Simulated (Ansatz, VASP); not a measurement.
**AlC2N2: VASP beside Ansatz**

```
CELL_PARAMETERS angstrom
3.73240 -3.53208 0.00000
3.73240 3.53208 0.00000
0.00000 0.00000 7.15680
ATOMIC_POSITIONS crystal
Al 0.00000 0.00000 0.00000
Al 0.50000 0.50000 0.50000
C 0.19717 0.80283 0.80356
C 0.80283 0.19717 0.19644
C 0.19717 0.80283 0.19644
C 0.80283 0.19717 0.80356
N 0.31289 0.68711 0.68461
N 0.68711 0.31289 0.31539
N 0.31289 0.68711 0.31539
N 0.68711 0.31289 0.68461
```

Alike in both runs: functional PBE; k mesh 4 × 4 × 4; occupations gaussian, width 0.1 eV; no spin polarisation.

Ansatz relaxed the structure, and its values are those at the end. VASP's run is a single point on that final structure, the one shown.

|  | VASP | Ansatz |
| --- | --- | --- |
| version | VASP 6.6.1 | Ansatz 0.2.0 |
| potentials or method | VASP PAW PBE potentials, release 64 (Al, C_h, N_h), cutoff 910 eV | scalar-relativistic, plane waves, PAW |
| valence electrons in the cell | 42 | 42 |

```tsv
	VASP	Ansatz	Ansatz less VASP
gap on the k mesh at the Fermi level (eV)	none	none	-
rms of the force components (eV/Å)	0.011	0.003	-0.0081
```

A gap of «none» marks a metal or a gap that the smearing closes. With one functional, cell and mesh, what is left measures potentials, basis and numerics.

Noted on VASP's run: the cutoff is short for stress, so the pressure is rough.
